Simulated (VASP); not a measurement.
# As (R-3m) in VASP: single point with PBEsol

Aim: the single point of As with PBEsol.

Program: VASP 6.6.1. These are calculated values, not measurements. Logs are shortened: lines on timing, memory, paths and dates and some standing lists are left out, and cuts for length are marked.

### 1 The cell of the first run

The structure is trigonal, space group R-3m (No. 166). The conventional cell has a = 3.703 Å, b = 3.703 Å, c = 10.457 Å, α = 90.00°, β = 90.00°, γ = 120.00°. Within 3.3 Å of As (site symmetry 3m) lie 6 As at 2.49 to 3.08 Å.

### 2 Single point, PBEsol (strain -0.015 along x and y, +0.000 along z)

INCAR

```
PREC     = Accurate       # precision mode
ENCUT    = 510            # plane-wave cutoff, eV
EDIFF    = 1E-6           # SCF threshold, eV
ISMEAR   = 0              # smearing method
SIGMA    = 0.15           # smearing width, eV
LREAL    = False          # projectors in reciprocal space
LASPH    = True           # aspherical terms in the spheres
NELM     = 120            # most SCF steps
ALGO     = Normal         # electronic algorithm
ISIF     = 2              # what is computed and relaxed
LWAVE    = False          # write WAVECAR
LCHARG   = True           # write CHGCAR
GGA      = PS             # functional
LELF     = True           # ELF
LVHAR    = True         
NBANDS   = 22             # bands
GGA_COMPAT= False
```

KPOINTS

```
Automatic mesh
0
Gamma
  18 18 18
```

POSCAR

```
As
1.0
    1.8515532156      1.0689947475      3.4857700000
   -1.8515532156      1.0689947475      3.4857700000
    0.0000000000     -2.1379894949      3.4857700000
As
2
Direct
    0.2275400000      0.2275400000      0.2275400000
    0.7724600000      0.7724600000      0.7724600000
```

Potentials or basis: VASP PAW PBE potentials, release 64 (As_d).

The run is started by

```bash
$ cat potpaw_PBE.64/As_d/POTCAR > POTCAR
$ mpirun -np 1 vasp_std > vasp.out
```

OUTCAR:

```text
PREC = Accurate
   ENCUT = 510
   EDIFF = 1E-6
   ISMEAR = 0
   LREAL = False
   LASPH = True
   NELM = 120
   ISIF = 2
   GGA = PS

 ion  position               nearest neighbor table
   1  0.228  0.228  0.228-   2 2.49   2 2.49   2 2.49
   2  0.772  0.772  0.772-   1 2.49   1 2.49   1 2.49

  LATTYP: Found a trigonal (rhomboedric) cell.
 ALAT       =     4.0892042714
 COS(alpha) =     0.5899613628

  Lattice vectors:

 A1 = (   1.8515532156,   1.0689947475,   3.4857700000)
 A2 = (  -1.8515532156,   1.0689947475,   3.4857700000)
 A3 = (   0.0000000000,  -2.1379894949,   3.4857700000)

Analysis of symmetry for initial positions (statically):
=====================================================================
 Subroutine PRICEL returns:
 Original cell was already a primitive cell.

 Routine SETGRP: Setting up the symmetry group for a
 trigonal (rhombohedral) supercell.

 Subroutine GETGRP returns: Found 12 space group operations
 (whereof 12 operations were pure point group operations)
 out of a pool of 12 trial point group operations.

The static configuration has the point symmetry D_3d.

Analysis of symmetry for dynamics (positions and initial velocities):
=====================================================================
 Subroutine PRICEL returns:
 Original cell was already a primitive cell.

 Routine SETGRP: Setting up the symmetry group for a
 trigonal (rhombohedral) supercell.

 Subroutine GETGRP returns: Found 12 space group operations
 (whereof 12 operations were pure point group operations)
 out of a pool of 12 trial point group operations.

The dynamic configuration has the point symmetry D_3d.

 Subroutine INISYM returns: Found 12 space group operations
 (whereof 12 operations are pure point group operations),
 and found     1 'primitive' translations

----------------------------------------------------------------------------------------

                                     Primitive cell

  volume of cell :      41.3963

  direct lattice vectors                    reciprocal lattice vectors
     1.851553216  1.068994747  3.485770000     0.270043548  0.155909715  0.095626887
    -1.851553216  1.068994747  3.485770000    -0.270043548  0.155909715  0.095626887
     0.000000000 -2.137989495  3.485770000     0.000000000 -0.311819430  0.095626887

  length of vectors
     4.089204271  4.089204271  4.089204271     0.326153122  0.326153122  0.326153122

  position of ions in fractional coordinates (direct lattice)
     0.227540000  0.227540000  0.227540000
     0.772460000  0.772460000  0.772460000

  ion indices of the primitive-cell ions
   primitive index   ion index
                 1           1
                 2           2

----------------------------------------------------------------------------------------

 KPOINTS: Automatic mesh

Automatic generation of k-mesh.
 Grid dimensions read from file:
 generate k-points for:   18   18   18

 Generating k-lattice:

  Cartesian coordinates                     Fractional coordinates (reciprocal lattice)
     0.015002419  0.008661651  0.005312605     0.055555556  0.000000000  0.000000000
    -0.015002419  0.008661651  0.005312605     0.000000000  0.055555556  0.000000000
     0.000000000 -0.017323302  0.005312605     0.000000000  0.000000000  0.055555556

  Length of vectors
     0.018119618  0.018119618  0.018119618

  Shift w.r.t. Gamma in fractional coordinates (k-lattice)
     0.000000000  0.000000000  0.000000000

 Subroutine IBZKPT returns following result:
 ===========================================

 Found    580 irreducible k-points:

 Following reciprocal coordinates:
            Coordinates               Weight
  0.000000  0.000000  0.000000      1.000000
  0.055556  0.000000  0.000000      6.000000
  0.111111  0.000000  0.000000      6.000000
  0.166667 -0.000000 -0.000000      6.000000
  0.222222  0.000000  0.000000      6.000000
  0.277778  0.000000  0.000000      6.000000
[... 16 lines left out ...]
 -0.277778  0.055556  0.000000     12.000000
 -0.222222  0.055556 -0.000000     12.000000
 [... further k-points ...]
   k-points           NKPTS =    580   k-points in BZ     NKDIM =    580   number of bands    NBANDS=     22
   number of dos      NEDOS =    301   number of ions     NIONS =      2
   total plane-waves  NPLWV =  27000
   dimension x,y,z NGX =    30 NGY =   30 NGZ =   30
   dimension x,y,z NGXF=    60 NGYF=   60 NGZF=   60
   ions per type =               2
   NGX,Y,Z   is equivalent  to a cutoff of  12.20, 12.20, 12.20 a.u.
   NGXF,Y,Z  is equivalent  to a cutoff of  24.39, 24.39, 24.39 a.u.
 SYSTEM =  unknown system
   PREC   = accura    normal or accurate (medium, high low for compatibility)
   ISTART =      0    job   : 0-new  1-cont  2-samecut
   ICHARG =      2    charge: 1-file 2-atom 10-const
   ISPIN  =      1    spin polarized calculation?
   LNONCOLLINEAR =      F non collinear calculations
   LSORBIT =      F    spin-orbit coupling
   LASPH  =      T    aspherical Exc in radial PAW
   ENCUT  =  510.0 eV  37.48 Ry    6.12 a.u.   7.53  7.53  7.53*2*pi/ulx,y,z
   NELM   =    120;   NELMIN=  2; NELMDL= -5     # of ELM steps
   EDIFF  = 0.1E-05   stopping-criterion for ELM
   LREAL  =      F    real-space projection
   EDIFFG = 0.1E-04   stopping-criterion for IOM
   NSW    =      0    number of steps for IOM
   IBRION =     -1    ionic relax: 0-MD 1-quasi-New 2-CG
   NFREE  =      0    steps in history (QN), initial steepest desc. (CG)
   ISIF   =      2    stress and relaxation
   ISYM   =      2    0-nonsym 1-usesym 2-fastsym
   POTIM  = 0.5000    time-step for ionic-motion
   TEBEG  =    0.0;   TEEND  =   0.0 temperature during run
   PSTRESS=    0.0 pullay stress
   NELECT =      30.0000    total number of electrons
   NUPDOWN=      -1.0000    fix difference up-down
   EMIN   =  10.00;   EMAX   =-10.00  energy-range for DOS
   EFERMI =   0.00;   METHOD = LEGACY
   ISMEAR =     0;   SIGMA  =   0.15  broadening in eV -4-tet -1-fermi 0-gaus
   EFERMI_NEDOS =   21; number of points for ismear=-14 and -15
   IALGO  =     38    algorithm
   IMIX   =      4    mixing-type and parameters
     AMIX     =   0.40;   BMIX     =  1.00
     AMIX_MAG =   1.60;   BMIX_MAG =  1.00
  volume/ion in A,a.u.               =      20.70       139.68
  Fermi-wavevector in a.u.,A,eV,Ry     =   1.470487  2.778818 29.420333  2.162333
  Thomas-Fermi vector in A             =   2.585738
   LORBIT       =      0    0 simple, 1 ext, 2 COOP (PROOUT), +10 PAW based schemes
   GGA     = PS    functional components
   LHFCALC =     F    Hartree Fock is set to
   AEXX    =    0.0000 exact exchange contribution
   IVDW    =     0    specifies the selected vdW correction
   LEPSILON=     F    determine dielectric tensor
   LRPA    =     F    only Hartree local field effects (RPA)
 non-spin polarized calculation
 Gauss-broadening in eV      SIGMA  =   0.15
  energy-cutoff  :      510.00
  volume of cell :       41.40
 maximum number of plane-waves:      1106
   NGX = 15   NGY = 15   NGZ = 15

 number of electron      30.0000011 magnetization

 Free energy of the ion-electron system (eV)
  ---------------------------------------------------
  ext. energy  EPLUGINS =         0.00000000
  ---------------------------------------------------
  free energy    TOTEN  =       -10.22104798 eV

  energy without entropy =      -10.21714211  energy(sigma->0) =      -10.21909505

 E-fermi :   4.1460     XC(G=0): -11.0547

 val. band max:        4.1421006166   @ k =   0.3889   0.2778   0.2222
 cond. band min:       4.1504961060   @ k =   0.5000   0.4444   0.3889
 fundamental gap:      0.0083954894
 Fermi energy:         4.1459873666

 k-point     1 :       0.0000    0.0000    0.0000
  band No.  band energies     occupation
      1     -32.2356      2.00000
      2     -32.2356      2.00000
      3     -32.1839      2.00000
      4     -32.1839      2.00000
      5     -32.1543      2.00000
      6     -32.1075      2.00000
[... 14 lines left out ...]
     21      11.2748      0.00000
     22      12.8397      0.00000

 k-point     2 :       0.0556    0.0000    0.0000
  band No.  band energies     occupation
      1     -32.2352      2.00000
      2     -32.2346      2.00000
      3     -32.1836      2.00000
      4     -32.1832      2.00000
      5     -32.1540      2.00000
      6     -32.1080      2.00000
[... 14 lines left out ...]
     21      10.9604      0.00000
     22      13.1671      0.00000

 k-point     3 :       0.1111    0.0000    0.0000
  band No.  band energies     occupation
      1     -32.2339      2.00000
      2     -32.2315      2.00000
      3     -32.1826      2.00000
      4     -32.1810      2.00000
      5     -32.1530      2.00000
      6     -32.1095      2.00000
[... 14 lines left out ...]
     21      10.7769      0.00000
     22      13.9303      0.00000

 k-point     4 :       0.1667   -0.0000   -0.0000
  band No.  band energies     occupation
      1     -32.2319      2.00000
      2     -32.2265      2.00000
      3     -32.1811      2.00000
      4     -32.1775      2.00000
      5     -32.1514      2.00000
      6     -32.1119      2.00000
[... 14 lines left out ...]
     21      11.0045      0.00000
     22      14.9684      0.00000

 k-point     5 :       0.2222    0.0000    0.0000
  band No.  band energies     occupation
      1     -32.2293      2.00000
      2     -32.2197      2.00000
      3     -32.1792      2.00000
      4     -32.1729      2.00000
      5     -32.1491      2.00000
      6     -32.1152      2.00000
[... 417 lines left out ...]
 k-point    22 :      -0.3333    0.0556    0.0000
  band No.  band energies     occupation
      1     -32.2237      2.00000
      2     -32.1966      2.00000
      3     -32.1737      2.00000
      4     -32.1587      2.00000
      5     -32.1409      2.00000
      6     -32.1288      2.00000
[... 14 lines left out ...]
     21      14.3777      0.00000
     22      16.3884      0.00000

 k-point    23 :      -0.2778    0.0556    0.0000
  band No.  band energies     occupation
      1     -32.2265      2.00000
      2     -32.2055      2.00000
      3     -32.1761      2.00000
      4     -32.1648      2.00000
      5     -32.1441      2.00000
      6     -32.1234      2.00000
[... 14 lines left out ...]
     21      13.2702      0.00000
     22      16.5063      0.00000

 k-point    24 :      -0.2222    0.0556   -0.0000
  band No.  band energies     occupation
      1     -32.2294      2.00000
      2     -32.2141      2.00000
      3     -32.1782      2.00000
      4     -32.1703      2.00000
      5     -32.1473      2.00000
      6     -32.1185      2.00000
[... 14 lines left out ...]
     21      12.3130      0.00000
     22      15.5658      0.00000

 [... further k-points ...]

------------------------ aborting loop because EDIFF is reached ----------------------------------------

  FORCE on cell =-STRESS in cart. coord.  units (eV):
  Direction    XX          YY          ZZ          XY          YZ          ZX
  --------------------------------------------------------------------------------------
  -------------------------------------------------------------------------------------
  Total        1.0072815      1.0072815      0.3870239      0.0000000      0.0000000      0.0000000
  in kB       38.9851948     38.9851948     14.9791324      0.0000000      0.0000000      0.0000000
  external PRESSURE =      30.9831740 kB  Pullay stress =       0.0000000 kB

 VOLUME and BASIS-vectors are now :
 -----------------------------------------------------------------------------
  energy-cutoff  :      510.00
  volume of cell :       41.40
      direct lattice vectors                 reciprocal lattice vectors
     1.851553216  1.068994747  3.485770000     0.270043548  0.155909715  0.095626887
    -1.851553216  1.068994747  3.485770000    -0.270043548  0.155909715  0.095626887
     0.000000000 -2.137989495  3.485770000     0.000000000 -0.311819430  0.095626887

 POSITION                                       TOTAL-FORCE (eV/Angst)
 -----------------------------------------------------------------------------------
      0.00000      0.00000      2.37946         0.000000      0.000000      0.351682
      0.00000      0.00000      8.07785         0.000000     -0.000000     -0.351682
 -----------------------------------------------------------------------------------
    total drift:                               -0.000000      0.000000     -0.000000

  FREE ENERGIE OF THE ION-ELECTRON SYSTEM (eV)
  ---------------------------------------------------
  free  energy   TOTEN  =       -10.2210479834 eV

  energy  without entropy=      -10.2171421119  energy(sigma->0) =      -10.21909505
```

Run time: 6.3 min. Hardware: 1 thread of Intel Xeon Platinum 8259CL at 2.50GHz (Skylake/Cascade Lake), shared host; peak memory 0.48 GiB.

Results:

| Item | Value |
| --- | --- |
| Free energy | -10.2210 eV |
| Pressure | 3.1 GPa |
| Largest force | 0.352 eV/Å |
| Band gap on the k mesh | zero (bands 15 and 16 overlap by 0.63 eV) |

Forces in eV/Å, atoms in the order of the input:
```
As   0.000  0.000  0.352
As   0.000  0.000 -0.352
```

Stress tensor (GPa, compression positive):
```
3.90 0.00 0.00
0.00 3.90 0.00
0.00 0.00 1.50
```

Levels at points of the mesh, in eV from the Fermi level:
```tsv
k point	band 13	band 14	band 15	band 16	band 17	band 18
(0.00, 0.00, 0.00)	-2.88	-2.10	-2.10	1.66	2.90	2.90
(0.50, 0.00, 0.00)	-3.03	-2.97	-0.46	-0.44	-0.02	1.16
(0.50, 0.50, 0.00)	-6.37	-4.60	-4.35	1.24	5.52	6.85
(0.50, 0.50, 0.50)	-1.82	-1.82	-0.52	0.64	0.64	1.86
```

Caveat: the cell differs from its parent crystal (strain -0.015 along x and y, +0.000 along z); the cell stands under pressure; the PAW data sets were made with another functional, which shifts forces and pressure a little.
